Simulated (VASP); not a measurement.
# KBr (Fm-3m) in VASP: further runs

The runs below take KBr through single point, with r2SCAN+D4, LDA.

Program: VASP 6.6.1. These are calculated values, not measurements. Logs are shortened: lines on timing, memory, paths and dates and some standing lists are left out, and cuts for length are marked.

## (1) The cell of the first run

It takes space group Fm-3m (No. 225, cubic). Conventional cell: a = 7.110 Å, b = 7.110 Å, c = 7.110 Å, α = 90.00°, β = 90.00°, γ = 90.00°. Br (site symmetry m-3m) has 6 K at 3.55 Å within 4.7 Å. K (site symmetry m-3m) has 6 Br at 3.55 Å within 4.7 Å.

## (2) Single point, r2SCAN+D4 (44.92 Å³/atom)

Contents of POSCAR:

```
KBr
1.0
    0.0000000000      3.5548172400      3.5548172400
    3.5548172400      0.0000000000      3.5548172400
    3.5548172400      3.5548172400      0.0000000000
Br K
1 1
Direct
    0.5000000000      0.5000000000      0.5000000000
    0.0000000000      0.0000000000      0.0000000000
```

Contents of INCAR.step1:

```
SYSTEM = KBr
ALGO = Normal ; EDIFF = 1E-5
ENCUT = 550 ; GGA = PE
GGA_COMPAT = .False. ; ISMEAR = -1
LASPH = .True. ; LCHARG = .False.
LREAL = .False. ; LWAVE = .True.
NBANDS = 15 ; NELM = 120
PREC = Accurate ; SIGMA = 0.15
```

Contents of INCAR.step2:

```
SYSTEM = KBr
ALGO = Normal ; EDIFF = 1E-6
ENCUT = 550 ; GGA_COMPAT = .False.
ISIF = 2 ; ISMEAR = -1
ISTART = 1 ; IVDW = 13
LASPH = .True. ; LCHARG = .False.
LMIXTAU = .True. ; LREAL = .False.
LWAVE = .False. ; METAGGA = R2SCAN
NBANDS = 15 ; NELM = 120
PREC = Accurate ; SIGMA = 0.15
VDW_A1 = 0.51559235 ; VDW_A2 = 5.77342911
VDW_S6 = 1.0 ; VDW_S8 = 0.6018749
```

Contents of KPOINTS:

```
k-points
0
Gamma
  7 7 7
  0 0 0
```

Potentials or basis: VASP PAW PBE potentials, release 64 (Br, K_sv).

Launch:

```bash
$ cat potpaw_PBE.64/Br/POTCAR potpaw_PBE.64/K_sv/POTCAR > POTCAR
$ cp INCAR.step1 INCAR
$ mpirun -np 1 vasp_std > vasp.out
$ cp INCAR.step2 INCAR
$ mpirun -np 1 vasp_std > vasp.out
```

OUTCAR:

```text
SYSTEM = KBr
   EDIFF = 1E-6
   ENCUT = 550
   ISIF = 2
   ISMEAR = -1
   ISTART = 1
   IVDW = 13
   LASPH = .True.
   LREAL = .False.
   METAGGA = R2SCAN
   NELM = 120
   PREC = Accurate

 ion  position               nearest neighbor table
   1  0.500  0.500  0.500-
   2  0.000  0.000  0.000-

  LATTYP: Found a face centered cubic cell.
 ALAT       =     7.1096344800

  Lattice vectors:

 A1 = (   0.0000000000,   3.5548172400,   3.5548172400)
 A2 = (   3.5548172400,   0.0000000000,   3.5548172400)
 A3 = (   3.5548172400,   3.5548172400,   0.0000000000)

Analysis of symmetry for initial positions (statically):
=====================================================================
 Subroutine PRICEL returns:
 Original cell was already a primitive cell.

 Routine SETGRP: Setting up the symmetry group for a
 face centered cubic supercell.

 Subroutine GETGRP returns: Found 48 space group operations
 (whereof 48 operations were pure point group operations)
 out of a pool of 48 trial point group operations.

The static configuration has the point symmetry O_h .

Analysis of symmetry for dynamics (positions and initial velocities):
=====================================================================
 Subroutine PRICEL returns:
 Original cell was already a primitive cell.

 Routine SETGRP: Setting up the symmetry group for a
 face centered cubic supercell.

 Subroutine GETGRP returns: Found 48 space group operations
 (whereof 48 operations were pure point group operations)
 out of a pool of 48 trial point group operations.

The dynamic configuration has the point symmetry O_h .

 Subroutine INISYM returns: Found 48 space group operations
 (whereof 48 operations are pure point group operations),
 and found     1 'primitive' translations

----------------------------------------------------------------------------------------

                                     Primitive cell

  volume of cell :      89.8425

  direct lattice vectors                    reciprocal lattice vectors
     0.000000000  3.554817240  3.554817240    -0.140654207  0.140654207  0.140654207
     3.554817240  0.000000000  3.554817240     0.140654207 -0.140654207  0.140654207
     3.554817240  3.554817240  0.000000000     0.140654207  0.140654207 -0.140654207

  length of vectors
     5.027270753  5.027270753  5.027270753     0.243620233  0.243620233  0.243620233

  position of ions in fractional coordinates (direct lattice)
     0.500000000  0.500000000  0.500000000
     0.000000000  0.000000000  0.000000000

  ion indices of the primitive-cell ions
   primitive index   ion index
                 1           1
                 2           2

----------------------------------------------------------------------------------------

 KPOINTS: k-points

Automatic generation of k-mesh.
 Grid dimensions read from file:
 generate k-points for:    7    7    7

 Generating k-lattice:

  Cartesian coordinates                     Fractional coordinates (reciprocal lattice)
    -0.020093458  0.020093458  0.020093458     0.142857143  0.000000000  0.000000000
     0.020093458 -0.020093458  0.020093458     0.000000000  0.142857143  0.000000000
     0.020093458  0.020093458 -0.020093458     0.000000000  0.000000000  0.142857143

  Length of vectors
     0.034802890  0.034802890  0.034802890

  Shift w.r.t. Gamma in fractional coordinates (k-lattice)
     0.000000000  0.000000000  0.000000000

 Subroutine IBZKPT returns following result:
 ===========================================

 Found     20 irreducible k-points:

 Following reciprocal coordinates:
            Coordinates               Weight
  0.000000  0.000000  0.000000      1.000000
  0.142857  0.000000  0.000000      8.000000
  0.285714  0.000000  0.000000      8.000000
  0.428571  0.000000  0.000000      8.000000
  0.142857  0.142857  0.000000      6.000000
  0.285714  0.142857  0.000000     24.000000
[... 12 lines left out ...]
 -0.428571  0.428571  0.142857     24.000000
 -0.285714  0.428571  0.142857     24.000000
   k-points           NKPTS =     20   k-points in BZ     NKDIM =     20   number of bands    NBANDS=     15
   number of dos      NEDOS =    301   number of ions     NIONS =      2
   total plane-waves  NPLWV =  64000
   dimension x,y,z NGX =    40 NGY =   40 NGZ =   40
   dimension x,y,z NGXF=    80 NGYF=   80 NGZF=   80
   ions per type =               1   1
   NGX,Y,Z   is equivalent  to a cutoff of  13.23, 13.23, 13.23 a.u.
   NGXF,Y,Z  is equivalent  to a cutoff of  26.46, 26.46, 26.46 a.u.
 SYSTEM =  KBr
   PREC   = accura    normal or accurate (medium, high low for compatibility)
   ISTART =      1    job   : 0-new  1-cont  2-samecut
   ICHARG =      0    charge: 1-file 2-atom 10-const
   ISPIN  =      1    spin polarized calculation?
   LNONCOLLINEAR =      F non collinear calculations
   LSORBIT =      F    spin-orbit coupling
   LASPH  =      T    aspherical Exc in radial PAW
   ENCUT  =  550.0 eV  40.42 Ry    6.36 a.u.   9.61  9.61  9.61*2*pi/ulx,y,z
   NELM   =    120;   NELMIN=  2; NELMDL=  0     # of ELM steps
   EDIFF  = 0.1E-05   stopping-criterion for ELM
   LREAL  =      F    real-space projection
   EDIFFG = 0.1E-04   stopping-criterion for IOM
   NSW    =      0    number of steps for IOM
   IBRION =     -1    ionic relax: 0-MD 1-quasi-New 2-CG
   NFREE  =      0    steps in history (QN), initial steepest desc. (CG)
   ISIF   =      2    stress and relaxation
   ISYM   =      2    0-nonsym 1-usesym 2-fastsym
   POTIM  = 0.5000    time-step for ionic-motion
   TEBEG  =    0.0;   TEEND  =   0.0 temperature during run
   PSTRESS=    0.0 pullay stress
   NELECT =      16.0000    total number of electrons
   NUPDOWN=      -1.0000    fix difference up-down
   EMIN   =  10.00;   EMAX   =-10.00  energy-range for DOS
   EFERMI =   0.00;   METHOD = LEGACY
   ISMEAR =    -1;   SIGMA  =   0.15  broadening in eV -4-tet -1-fermi 0-gaus
   EFERMI_NEDOS =   21; number of points for ismear=-14 and -15
   IALGO  =     38    algorithm
   IMIX   =      4    mixing-type and parameters
     AMIX     =   0.40;   BMIX     =  1.00
     AMIX_MAG =   1.60;   BMIX_MAG =  1.00
  volume/ion in A,a.u.               =      44.92       303.14
  Fermi-wavevector in a.u.,A,eV,Ry     =   0.921059  1.740550 11.542503  0.848350
  Thomas-Fermi vector in A             =   2.046434
   LORBIT       =      0    0 simple, 1 ext, 2 COOP (PROOUT), +10 PAW based schemes
   METAGGA = R2SCAN    functional components
   LHFCALC =     F    Hartree Fock is set to
   AEXX    =    0.0000 exact exchange contribution
   IVDW    =    13    specifies the selected vdW correction
   LEPSILON=     F    determine dielectric tensor
   LRPA    =     F    only Hartree local field effects (RPA)
 non-spin polarized calculation
  energy-cutoff  :      550.00
  volume of cell :       89.84
 maximum number of plane-waves:      2685
   NGX = 19   NGY = 19   NGZ = 19

 number of electron      16.0000001 magnetization

 Free energy of the ion-electron system (eV)
  ---------------------------------------------------
  ext. energy  EPLUGINS =         0.00000000
  ---------------------------------------------------
  free energy    TOTEN  =       -23.11123197 eV

  energy without entropy =      -23.11123181  energy(sigma->0) =      -23.11123189

 E-fermi :  -0.2581     XC(G=0):  -6.8178

 val. band max:       -2.8760988874   @ k =   0.0000   0.0000   0.0000
 cond. band min:       1.6541062757   @ k =   0.0000   0.0000   0.0000
 fundamental gap:      4.5302051631
 Fermi energy:        -0.2581460050

 k-point     1 :       0.0000    0.0000    0.0000
  band No.  band energies     occupation
      1     -32.3066      2.00000
      2     -15.3816      2.00000
      3     -14.9951      2.00000
      4     -14.9951      2.00000
      5     -14.9951      2.00000
      6      -2.8761      2.00000
      7      -2.8761      2.00000
      8      -2.8761      2.00000
      9       1.6541      0.00001
     10       5.2526      0.00000
     11       5.2526      0.00000
     12       5.2526      0.00000
     13       6.1001      0.00000
     14       6.1001      0.00000
     15       8.4919      0.00000

 k-point     2 :       0.1429    0.0000    0.0000
  band No.  band energies     occupation
      1     -32.3063      2.00000
      2     -15.4216      2.00000
      3     -14.9956      2.00000
      4     -14.9956      2.00000
      5     -14.9482      2.00000
      6      -3.0552      2.00000
      7      -2.9130      2.00000
      8      -2.9130      2.00000
      9       2.0477      0.00000
     10       5.0669      0.00000
     11       5.4536      0.00000
     12       5.4537      0.00000
     13       6.2856      0.00000
     14       6.2856      0.00000
     15       9.1253      0.00000

 k-point     3 :       0.2857    0.0000    0.0000
  band No.  band energies     occupation
      1     -32.3057      2.00000
      2     -15.4905      2.00000
      3     -14.9967      2.00000
      4     -14.9967      2.00000
      5     -14.8639      2.00000
      6      -3.3975      2.00000
      7      -2.9934      2.00000
      8      -2.9934      2.00000
      9       2.9380      0.00000
     10       4.9077      0.00000
     11       6.0047      0.00000
     12       6.0047      0.00000
     13       6.7851      0.00000
     14       6.7851      0.00000
     15       8.6614      0.00000
[... 271 lines left out ...]
 k-point    19 :      -0.4286    0.4286    0.1429
  band No.  band energies     occupation
      1     -32.3047      2.00000
      2     -15.4028      2.00000
      3     -15.0166      2.00000
      4     -15.0114      2.00000
      5     -14.9329      2.00000
      6      -3.4288      2.00000
      7      -3.1610      2.00000
      8      -3.1439      2.00000
      9       4.0801      0.00000
     10       4.5977      0.00000
     11       5.6822      0.00000
     12       6.6586      0.00000
     13       7.1881      0.00000
     14       7.7549      0.00000
     15       8.0439      0.00000

 k-point    20 :      -0.2857    0.4286    0.1429
  band No.  band energies     occupation
      1     -32.3047      2.00000
      2     -15.4252      2.00000
      3     -15.0195      2.00000
      4     -15.0107      2.00000
      5     -14.9043      2.00000
      6      -3.3322      2.00000
      7      -3.3258      2.00000
      8      -3.1490      2.00000
      9       4.4556      0.00000
     10       5.0157      0.00000
     11       5.3874      0.00000
     12       6.1195      0.00000
     13       7.6584      0.00000
     14       7.6732      0.00000
     15       8.1683      0.00000

------------------------ aborting loop because EDIFF is reached ----------------------------------------

  DFT-D4 for vdW energy calculation

  Edisp (eV):   -0.09301

  FORCE on cell =-STRESS in cart. coord.  units (eV):
  Direction    XX          YY          ZZ          XY          YZ          ZX
  --------------------------------------------------------------------------------------
  -------------------------------------------------------------------------------------
  Total      -1.24192    -1.24192    -1.24192     0.00000    -0.00000     0.00000
  in kB     -22.14739   -22.14739   -22.14739     0.00000    -0.00000     0.00000
  external pressure =      -22.15 kB  Pullay stress =        0.00 kB

 VOLUME and BASIS-vectors are now :
 -----------------------------------------------------------------------------
  energy-cutoff  :      550.00
  volume of cell :       89.84
      direct lattice vectors                 reciprocal lattice vectors
     0.000000000  3.554817240  3.554817240    -0.140654207  0.140654207  0.140654207
     3.554817240  0.000000000  3.554817240     0.140654207 -0.140654207  0.140654207
     3.554817240  3.554817240  0.000000000     0.140654207  0.140654207 -0.140654207

 POSITION                                       TOTAL-FORCE (eV/Angst)
 -----------------------------------------------------------------------------------
      3.55482      3.55482      3.55482         0.000000      0.000000      0.000000
      0.00000      0.00000      0.00000        -0.000000      0.000000     -0.000000
 -----------------------------------------------------------------------------------
    total drift:                                0.000000     -0.000000     -0.000000

  FREE ENERGIE OF THE ION-ELECTRON SYSTEM (eV)
  ---------------------------------------------------
  free  energy   TOTEN  =       -23.2042373621 eV

  energy  without entropy=      -23.2042372005  energy(sigma->0) =      -23.20423728
```

Wall time 62 s (1 thread of Intel Xeon 6975P-C (Granite Rapids), shared host); peak memory 0.27 GiB.

Results:

* Free energy: -23.2042 eV
* Pressure: -2.2 GPa
* Band gap on the k mesh: 4.53 eV
* Dispersion energy per atom: -0.047 eV

Levels at points of the mesh, in eV from the valence-band top:
| k point | band 5 | band 6 | band 7 | band 8 | band 9 | band 10 | band 11 | band 12 |
| --- | --- | --- | --- | --- | --- | --- | --- | --- |
| (0.00, 0.00, 0.00) | -12.12 | 0.00 | 0.00 | 0.00 | 4.53 | 8.13 | 8.13 | 8.13 |

Caveat: the PAW data sets were made with another functional, which shifts forces and pressure a little; an odd mesh through Γ misses points on the zone boundary, where band edges can lie.

(Part 1 of 2 ends here.)
